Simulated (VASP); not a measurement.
# Ir (Fm-3m) in VASP: notebook

Ir is run at these levels: PBEsol, PBE; tasks: electric field gradients.

Everything below comes from runs of VASP 6.6.1. Logs are shortened: lines on timing, memory, paths and dates and some standing lists are left out, and cuts for length are marked.

### 1 The cell of the first run

Symmetry: Fm-3m, No. 225, cubic system. The conventional cell has a = 3.839 Å, b = 3.839 Å, c = 3.839 Å, α = 90.00°, β = 90.00°, γ = 90.00°. Within 3.6 Å of Ir (site symmetry m-3m) lie 12 Ir at 2.71 Å.

### 2 Electric field gradients, PBEsol

INCAR

```
SYSTEM = Ir
ALGO = Normal ; EDIFF = 1E-8
ENCUT = 520 ; GGA = PS
ISIF = 2 ; ISMEAR = -1
LASPH = .TRUE. ; LCHARG = .FALSE.
LEFG = .TRUE. ; LREAL = .FALSE.
LWAVE = .FALSE. ; NBANDS = 10
NELM = 100 ; PREC = Accurate
SIGMA = 0.05
```

KPOINTS

```
k-points
0
G
  15 15 15
  0 0 0
```

POSCAR

```
Ir
1.0
    0.0000000000      1.9197000000      1.9197000000
    1.9197000000      0.0000000000      1.9197000000
    1.9197000000      1.9197000000      0.0000000000
Ir
1
Direct
    0.0000000000      0.0000000000      0.0000000000
```

Potentials or basis: VASP PAW PBE potentials, release 64 (Ir).

Run with:

```console
> cat potpaw_PBE.64/Ir/POTCAR > POTCAR
> mpirun -np 1 vasp_std > vasp.out
```

OUTCAR:

```text
SYSTEM = Ir
   EDIFF = 1E-8
   ENCUT = 520
   GGA = PS
   ISIF = 2
   ISMEAR = -1
   LASPH = .TRUE.
   LREAL = .FALSE.
   NELM = 100
   PREC = Accurate

 ion  position               nearest neighbor table
   1  0.000  0.000  0.000-

  LATTYP: Found a face centered cubic cell.
 ALAT       =     3.8394000000

  Lattice vectors:

 A1 = (   0.0000000000,   1.9197000000,   1.9197000000)
 A2 = (   1.9197000000,   0.0000000000,   1.9197000000)
 A3 = (   1.9197000000,   1.9197000000,   0.0000000000)

Analysis of symmetry for initial positions (statically):
=====================================================================
 Subroutine PRICEL returns:
 Original cell was already a primitive cell.

 Routine SETGRP: Setting up the symmetry group for a
 face centered cubic supercell.

 Subroutine GETGRP returns: Found 48 space group operations
 (whereof 48 operations were pure point group operations)
 out of a pool of 48 trial point group operations.

The static configuration has the point symmetry O_h .

Analysis of symmetry for dynamics (positions and initial velocities):
=====================================================================
 Subroutine PRICEL returns:
 Original cell was already a primitive cell.

 Routine SETGRP: Setting up the symmetry group for a
 face centered cubic supercell.

 Subroutine GETGRP returns: Found 48 space group operations
 (whereof 48 operations were pure point group operations)
 out of a pool of 48 trial point group operations.

The dynamic configuration has the point symmetry O_h .

 Subroutine INISYM returns: Found 48 space group operations
 (whereof 48 operations are pure point group operations),
 and found     1 'primitive' translations

----------------------------------------------------------------------------------------

                                     Primitive cell

  volume of cell :      14.1491

  direct lattice vectors                    reciprocal lattice vectors
     0.000000000  1.919700000  1.919700000    -0.260457363  0.260457363  0.260457363
     1.919700000  0.000000000  1.919700000     0.260457363 -0.260457363  0.260457363
     1.919700000  1.919700000  0.000000000     0.260457363  0.260457363 -0.260457363

  length of vectors
     2.714865776  2.714865776  2.714865776     0.451125386  0.451125386  0.451125386

  position of ions in fractional coordinates (direct lattice)
     0.000000000  0.000000000  0.000000000

  ion indices of the primitive-cell ions
   primitive index   ion index
                 1           1

----------------------------------------------------------------------------------------

 KPOINTS: k-points

Automatic generation of k-mesh.
 Grid dimensions read from file:
 generate k-points for:   15   15   15

 Generating k-lattice:

  Cartesian coordinates                     Fractional coordinates (reciprocal lattice)
    -0.017363824  0.017363824  0.017363824     0.066666667  0.000000000  0.000000000
     0.017363824 -0.017363824  0.017363824     0.000000000  0.066666667  0.000000000
     0.017363824  0.017363824 -0.017363824     0.000000000  0.000000000  0.066666667

  Length of vectors
     0.030075026  0.030075026  0.030075026

  Shift w.r.t. Gamma in fractional coordinates (k-lattice)
     0.000000000  0.000000000  0.000000000

 Subroutine IBZKPT returns following result:
 ===========================================

 Found    120 irreducible k-points:

 Following reciprocal coordinates:
            Coordinates               Weight
  0.000000  0.000000  0.000000      1.000000
  0.066667  0.000000  0.000000      8.000000
  0.133333  0.000000  0.000000      8.000000
  0.200000  0.000000  0.000000      8.000000
  0.266667  0.000000  0.000000      8.000000
  0.333333  0.000000  0.000000      8.000000
[... 16 lines left out ...]
  0.133333  0.133333  0.000000      6.000000
  0.200000  0.133333  0.000000     24.000000
 [... further k-points ...]
   k-points           NKPTS =    120   k-points in BZ     NKDIM =    120   number of bands    NBANDS=     10
   number of dos      NEDOS =    301   number of ions     NIONS =      1
   total plane-waves  NPLWV =   8000
   dimension x,y,z NGX =    20 NGY =   20 NGZ =   20
   dimension x,y,z NGXF=    40 NGYF=   40 NGZF=   40
   ions per type =               1
   NGX,Y,Z   is equivalent  to a cutoff of  12.25, 12.25, 12.25 a.u.
   NGXF,Y,Z  is equivalent  to a cutoff of  24.49, 24.49, 24.49 a.u.
 SYSTEM =  Ir
   PREC   = accura    normal or accurate (medium, high low for compatibility)
   ISTART =      0    job   : 0-new  1-cont  2-samecut
   ICHARG =      2    charge: 1-file 2-atom 10-const
   ISPIN  =      1    spin polarized calculation?
   LNONCOLLINEAR =      F non collinear calculations
   LSORBIT =      F    spin-orbit coupling
   LASPH  =      T    aspherical Exc in radial PAW
   ENCUT  =  520.0 eV  38.22 Ry    6.18 a.u.   5.05  5.05  5.05*2*pi/ulx,y,z
   NELM   =    100;   NELMIN=  2; NELMDL= -5     # of ELM steps
   EDIFF  = 0.1E-07   stopping-criterion for ELM
   LREAL  =      F    real-space projection
   EDIFFG = 0.1E-06   stopping-criterion for IOM
   NSW    =      0    number of steps for IOM
   IBRION =     -1    ionic relax: 0-MD 1-quasi-New 2-CG
   NFREE  =      0    steps in history (QN), initial steepest desc. (CG)
   ISIF   =      2    stress and relaxation
   ISYM   =      2    0-nonsym 1-usesym 2-fastsym
   POTIM  = 0.5000    time-step for ionic-motion
   TEBEG  =    0.0;   TEEND  =   0.0 temperature during run
   PSTRESS=    0.0 pullay stress
   NELECT =       9.0000    total number of electrons
   NUPDOWN=      -1.0000    fix difference up-down
   EMIN   =  10.00;   EMAX   =-10.00  energy-range for DOS
   EFERMI =   0.00;   METHOD = LEGACY
   ISMEAR =    -1;   SIGMA  =   0.05  broadening in eV -4-tet -1-fermi 0-gaus
   EFERMI_NEDOS =   21; number of points for ismear=-14 and -15
   IALGO  =     38    algorithm
   IMIX   =      4    mixing-type and parameters
     AMIX     =   0.40;   BMIX     =  1.00
     AMIX_MAG =   1.60;   BMIX_MAG =  1.00
  volume/ion in A,a.u.               =      14.15        95.48
  Fermi-wavevector in a.u.,A,eV,Ry     =   1.407923  2.660589 26.970118  1.982248
  Thomas-Fermi vector in A             =   2.530133
   LORBIT       =      0    0 simple, 1 ext, 2 COOP (PROOUT), +10 PAW based schemes
   GGA     = PS    functional components
   LHFCALC =     F    Hartree Fock is set to
   AEXX    =    0.0000 exact exchange contribution
   IVDW    =     0    specifies the selected vdW correction
   LEPSILON=     F    determine dielectric tensor
   LRPA    =     F    only Hartree local field effects (RPA)
 non-spin polarized calculation
  energy-cutoff  :      520.00
  volume of cell :       14.15
 maximum number of plane-waves:       390
   NGX =  9   NGY =  9   NGZ =  9

 number of electron       9.0000000 magnetization

 Free energy of the ion-electron system (eV)
  ---------------------------------------------------
  ext. energy  EPLUGINS =         0.00000000
  ---------------------------------------------------
  free energy    TOTEN  =        -9.82894831 eV

  energy without entropy =       -9.82088897  energy(sigma->0) =       -9.82491864

 E-fermi :  10.2952     XC(G=0): -14.1012

 val. band max:       10.2783671261   @ k =  -0.4000   0.4667   0.0667
 cond. band min:      10.2987090869   @ k =  -0.3333   0.2667   0.0667
 fundamental gap:      0.0203419609
 Fermi energy:        10.2952457736

 k-point     1 :       0.0000    0.0000    0.0000
  band No.  band energies     occupation
      1      -0.9454      2.00000
      2       6.3391      2.00000
      3       6.3391      2.00000
      4       6.3391      2.00000
      5       9.0541      2.00000
      6       9.0541      2.00000
      7      24.5631      0.00000
      8      30.1359      0.00000
      9      30.1359      0.00000
     10      30.1359      0.00000

 k-point     2 :       0.0667    0.0000    0.0000
  band No.  band energies     occupation
      1      -0.7480      2.00000
      2       6.2338      2.00000
      3       6.4246      2.00000
      4       6.4246      2.00000
      5       8.9990      2.00000
      6       8.9990      2.00000
      7      24.9043      0.00000
      8      29.1170      0.00000
      9      30.4612      0.00000
     10      30.4612      0.00000
[... 274 lines left out ...]
 k-point    24 :       0.2000    0.1333    0.0000
  band No.  band energies     occupation
      1       0.7065      2.00000
      2       5.2855      2.00000
      3       7.1251      2.00000
      4       7.2218      2.00000
      5       8.0283      2.00000
      6       9.5219      2.00000
      7      27.2598      0.00000
      8      27.3182      0.00000
      9      30.4075      0.00000
     10      30.9396      0.00000

 [... further k-points ...]
[... 5 lines left out ...]
  --------------------------------------------------------------------------------------
  -------------------------------------------------------------------------------------
  Total       -0.1635168     -0.1635168     -0.1635168     -0.0000000     -0.0000000      0.0000000
  in kB      -18.5158204    -18.5158204    -18.5158204     -0.0000000     -0.0000000      0.0000000
  external PRESSURE =     -18.5158204 kB  Pullay stress =       0.0000000 kB

 VOLUME and BASIS-vectors are now :
 -----------------------------------------------------------------------------
  energy-cutoff  :      520.00
  volume of cell :       14.15
      direct lattice vectors                 reciprocal lattice vectors
     0.000000000  1.919700000  1.919700000    -0.260457363  0.260457363  0.260457363
     1.919700000  0.000000000  1.919700000     0.260457363 -0.260457363  0.260457363
     1.919700000  1.919700000  0.000000000     0.260457363  0.260457363 -0.260457363

 POSITION                                       TOTAL-FORCE (eV/Angst)
 -----------------------------------------------------------------------------------
      0.00000      0.00000      0.00000         0.000000      0.000000      0.000000
 -----------------------------------------------------------------------------------
    total drift:                                0.000000      0.000000     -0.000000

  FREE ENERGIE OF THE ION-ELECTRON SYSTEM (eV)
  ---------------------------------------------------
  free  energy   TOTEN  =        -9.8289483090 eV

  energy  without entropy=       -9.8208889683  energy(sigma->0) =       -9.82491864

 Electric field gradients (V/A^2)
---------------------------------------------------------------------
 ion       V_xx      V_yy      V_zz      V_xy      V_xz      V_yz
---------------------------------------------------------------------
   1       0.000     0.000    -0.000     0.000     0.000     0.000
---------------------------------------------------------------------

 Electric field gradients after diagonalization (V/A^2)
 (convention: |V_zz| > |V_xx| > |V_yy|)
----------------------------------------------------------------------
 ion       V_xx      V_yy      V_zz     asymmetry (V_yy - V_xx)/ V_zz
----------------------------------------------------------------------
   1      -0.000    -0.000     0.000       0.000
----------------------------------------------------------------------

           NMR quadrupolar parameters

 Cq : quadrupolar parameter    Cq=e*Q*V_zz/h
 eta: asymmetry parameters     (V_yy - V_xx)/ V_zz
 Q  : nuclear electric quadrupole moment in mb (millibarn)
----------------------------------------------------------------------
 ion       Cq(MHz)       eta       Q (mb)
----------------------------------------------------------------------
   1       0.000       0.000       1.000
----------------------------------------------------------------------
```

Run time: 22 s. Hardware: 1 thread of Intel Xeon 8259CL, shared host; peak memory 0.14 GiB.

What came out:

| Item | Value |
| --- | --- |
| Free energy | -9.8289 eV |
| Pressure | -1.9 GPa |
| Band gap on the k mesh | zero (an odd number of electrons rules out a gap without spin polarisation) |
| Largest electric field gradient by atom | zero within the noise of the run |

Levels at points of the mesh, in eV from the Fermi level:
| k point | band 2 | band 3 | band 4 | band 5 | band 6 | band 7 |
| --- | --- | --- | --- | --- | --- | --- |
| (0.00, 0.00, 0.00) | -3.96 | -3.96 | -3.96 | -1.24 | -1.24 | 14.27 |

Caveat: the PAW data sets were made with another functional, which shifts forces and pressure a little; spin-orbit coupling is left out, which moves the levels of the heavy elements.

### 3 Electric field gradients, PBE, non-collinear spin, zero start, spin-orbit coupling

INCAR

```
SYSTEM = Ir
  PREC = Accurate
  ENCUT = 520
  EDIFF = 1E-8
  ISMEAR = -1
  SIGMA = 0.05
  LREAL = .False.
  LASPH = .True.
  NELM = 150
  ALGO = Normal
  ISIF = 2
  LWAVE = .False.
  LCHARG = .False.
  MAGMOM = 0 0 0
  LORBIT = 11
  LSORBIT = .True.
  GGA_COMPAT = .False.
  LORBMOM = .True.
  LMAXMIX = 4
  GGA = PE
  LEFG = .True.
  NBANDS = 20
```

KPOINTS

```
Automatic mesh
0
Gamma
  15 15 15
  0 0 0
```

POSCAR is that of step 2.

Potentials or basis: VASP PAW PBE potentials, release 64 (Ir).

Run with:

```console
> cat potpaw_PBE.64/Ir/POTCAR > POTCAR
> mpirun -np 1 vasp_ncl > vasp.out
```

OUTCAR:

```text
SYSTEM = Ir
   PREC = Accurate
   ENCUT = 520
   EDIFF = 1E-8
   ISMEAR = -1
   LREAL = .False.
   LASPH = .True.
   NELM = 150
   ISIF = 2
   LORBIT = 11
   LSORBIT = .True.
   GGA = PE

 ion  position               nearest neighbor table
   1  0.000  0.000  0.000-

  LATTYP: Found a face centered cubic cell.
 ALAT       =     3.8394000000

  Lattice vectors:

 A1 = (   0.0000000000,   1.9197000000,   1.9197000000)
 A2 = (   1.9197000000,   0.0000000000,   1.9197000000)
 A3 = (   1.9197000000,   1.9197000000,   0.0000000000)

Analysis of symmetry for initial positions (statically):
=====================================================================
 Subroutine PRICEL returns:
 Original cell was already a primitive cell.

 Routine SETGRP: Setting up the symmetry group for a
 face centered cubic supercell.

 Subroutine GETGRP returns: Found 48 space group operations
 (whereof 48 operations were pure point group operations)
 out of a pool of 48 trial point group operations.

The static configuration has the point symmetry O_h .

Analysis of symmetry for dynamics (positions and initial velocities):
=====================================================================
 Subroutine PRICEL returns:
 Original cell was already a primitive cell.

[... 784 lines left out ...]
   1       0.000       0.000       1.000
----------------------------------------------------------------------

 orbital moment (x)

 # of ion     p       d       tot
 ----------------------------------------
  1        -0.000   0.000   0.000
 ----------------------------------------
           -0.000   0.000   0.000

 orbital moment (y)

 # of ion     p       d       tot
 ----------------------------------------
  1        -0.000   0.000   0.000
 ----------------------------------------
           -0.000   0.000   0.000

 orbital moment (z)

 # of ion     p       d       tot
 ----------------------------------------
  1         0.000   0.000   0.000
 ----------------------------------------
            0.000   0.000   0.000

 Spin-Orbit-Coupling matrix elements

 Ion:    1  E_soc:     -0.7750727
 l=   1
     0.0000000    -0.0389607    -0.0389607
    -0.0389607     0.0000000    -0.0389607
    -0.0389607    -0.0389607     0.0000000
 l=   2
     0.0000000    -0.0157438     0.0000000    -0.0157438    -0.0744743
    -0.0157438     0.0000000    -0.0558557    -0.0157438    -0.0186186
     0.0000000    -0.0558557     0.0000000    -0.0558557     0.0000000
    -0.0157438    -0.0157438    -0.0558557     0.0000000    -0.0186186
    -0.0744743    -0.0186186     0.0000000    -0.0186186     0.0000000
 l=   3
     0.0000000     0.0000000     0.0000000     0.0000000     0.0000000     0.0000000     0.0000000
     0.0000000     0.0000000     0.0000000     0.0000000     0.0000000     0.0000000     0.0000000
     0.0000000     0.0000000     0.0000000     0.0000000     0.0000000     0.0000000     0.0000000
     0.0000000     0.0000000     0.0000000     0.0000000     0.0000000     0.0000000     0.0000000
     0.0000000     0.0000000     0.0000000     0.0000000     0.0000000     0.0000000     0.0000000
     0.0000000     0.0000000     0.0000000     0.0000000     0.0000000     0.0000000     0.0000000
     0.0000000     0.0000000     0.0000000     0.0000000     0.0000000     0.0000000     0.0000000

 total charge

# of ion       s       p       d       tot
------------------------------------------
    1        0.674   0.756   6.974   8.403

 magnetization (x)

# of ion       s       p       d       tot
------------------------------------------
    1        0.000   0.000   0.000   0.000

 magnetization (y)

# of ion       s       p       d       tot
------------------------------------------
    1       -0.000   0.000   0.000  -0.000

 magnetization (z)

# of ion       s       p       d       tot
------------------------------------------
    1        0.000   0.000   0.000   0.000
```

stdout:

```text
POSCAR found type information on POSCAR Ir
 POSCAR found :  1 types and       1 ions
 scaLAPACK will be used
 LDA part: xc-table for (Slater+PW92), standard interpolation
 POSCAR, INCAR and KPOINTS ok, starting setup
 FFT: planning ... GRIDC
 FFT: planning ... GRID_SOFT
 FFT: planning ... GRID
 WAVECAR not read
 entering main loop
ion   1
```

Run time: 1.9 min. Hardware: 1 thread of Intel Xeon 8259CL, shared host; peak memory 0.19 GiB.

What came out:

```
Free energy                                           : -9.2336 eV
Pressure                                              : 10.6 GPa
Net moment                                            : 0.00 μB per cell
Largest electric field gradient by atom               : zero within the noise of the run
Valence electrons inside the program's atomic spheres : Ir 8.40
```

Moments on the atoms (μB; x, y, z):
```
Ir  0.00 0.00 0.00
```

Caveat: the cell stands under pressure.
